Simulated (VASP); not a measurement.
Wanted: the native input for a VASP 6.6.1 run.

- Task: single point
- Functional: PBE
- Potentials or basis: VASP PAW PBE potentials, release 64 (Si, W_sv)
- Cutoff: 520 eV
- k mesh: 8 × 8 × 1
- Occupations: gaussian, width 0.1 eV
- Spin: no spin polarisation
- Dipole correction: yes
- Further INCAR settings: ALGO = Normal; EDIFF = 1e-06; NBANDS = 33

The structure of Si5W2 lies in POSCAR:

```
Si5W2
1.0
    3.2292919635      0.0000000000      0.0000000000
    0.0000000000      3.2292919635      0.0000000000
    0.0000000000      0.0000000000     21.9372962601
Si W
5 2
Direct
    0.0000000000      0.0000000000      0.1823378758
    0.0000000000      0.0000000000      0.3009901014
    0.5000000000      0.5000000000      0.3590107496
    0.5000000000      0.5000000000      0.4757786072
    0.7500000000      1.0000000000      0.5481417636
    0.5000000000      0.5000000000      0.2416639886
    0.0000000000      0.0000000000      0.4178382285
```

These files were run (other wordings do the same):

INCAR

```
SYSTEM = Si5W2
PREC = Accurate
ENCUT = 520
EDIFF = 1E-6
ISMEAR = 0
SIGMA = 0.1
LREAL = .FALSE.
LASPH = .TRUE.
NELM = 100
ALGO = Normal
ISIF = 2
LWAVE = .FALSE.
LCHARG = .TRUE.
LDIPOL = .TRUE.
IDIPOL = 3
DIPOL = 0.5 0.5 0.361
GGA = PE
LELF = .TRUE.
LVHAR = .TRUE.
LVACPOTAV = .TRUE.
NBANDS = 33
```

KPOINTS

```
regular mesh
0
G
  8 8 1
  0 0 0
```

Potentials or basis: VASP PAW PBE potentials, release 64 (Si, W_sv).

Run with:

```console
$ cat potpaw_PBE.64/Si/POTCAR potpaw_PBE.64/W_sv/POTCAR > POTCAR
$ mpirun -np 1 vasp_std > vasp.out
```

Results of the run:

```json
{
  "Largest force": "0.641 eV/Å",
  "Band gap on the k mesh": "zero (band 24 reaches 2.90 eV, above the bottom of band 25 at 2.04 eV)"
}
```

Caveat: spin-orbit coupling is left out, which moves the levels of the heavy elements.

Wall time 3 min on 1 thread of Intel(R) Xeon(R) Platinum 8488C (Sapphire Rapids), on a shared host, peak memory 0.38 GiB.
